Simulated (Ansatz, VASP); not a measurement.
Two plane-wave programs on AlNi

Contents of INCAR:

```
PREC = Accurate
ENCUT = 520
EDIFF = 1E-6
ISMEAR = 0
SIGMA = 0.15
LREAL = False
LASPH = True
NELM = 100
ALGO = Fast
ISIF = 2
LWAVE = False
LCHARG = False
GGA = PS
NBANDS = 14
```

File KPOINTS:

```
Automatic mesh
0
Gamma
  20 20 20
```

Contents of POSCAR:

```
AlNi
1.0
    2.8621655516      0.0000000000      0.0214662416
    0.0000000000      2.8621655516      0.0000000000
    0.0214662416      0.0000000000      2.8621655516
Al Ni
1 1
Direct
    0.0000000000      0.0000000000      0.0000000000
    0.5000000000      0.5000000000      0.5000000000
```

Input for Ansatz:

```yaml
crystal:
  lattice:
    - [2.8621655516, 0.0, 0.0214662416]
    - [0.0, 2.8621655516, 0.0]
    - [0.0214662416, 0.0, 2.8621655516]
  atoms:
    - { symbol: Al, position: [0.0, 0.0, 0.0] }
    - { symbol: Ni, position: [0.5, 0.5, 0.5] }
basis:
  ecutwfc: 420
kpoints:
  mp_grid: { grid: [20, 20, 20] }
hamiltonian:
  xc: pbesol
scf:
  occupations: { method: gaussian, width: 0.15 }
output:
  forces: true
  stress: true
  eigenvalues: true
```

Change from the starting cell: strain +0.0150 x Voigt [0, 0, 0, 0, 1, 0], atoms carried along.

Alike in both runs: task single point; functional PBEsol; k mesh 20 × 20 × 20; occupations gaussian, width 0.15 eV; no spin polarisation.

|  | VASP | Ansatz |
| --- | --- | --- |
| version | VASP 6.6.1 | Ansatz 0.2.0 |
| potentials or method | VASP PAW PBE potentials, release 64 (Al, Ni), cutoff 520 eV | scalar-relativistic, plane waves, PAW |
| valence electrons in the cell | 13 | 21 |

Ansatz gave:

- gap on the k mesh at the Fermi level (eV): none
- pressure (GPa): 0.1
- traceless stress, the component that is largest in VASP (GPa): -1.91

Problem. Estimate VASP's values.

Solution. gap on the k mesh at the Fermi level (eV): none; pressure (GPa): -0.1; traceless stress, the component that is largest in VASP (GPa): -1.90.

VASP's potentials were made for PBE, not for PBEsol. A gap of «none» marks a metal or a gap that the smearing closes. With one functional, cell and mesh, what is left measures potentials, basis and numerics. VASP's potentials hold 13 valence electrons a cell and Ansatz's 21, so a difference there can come from the potentials and not from the codes.
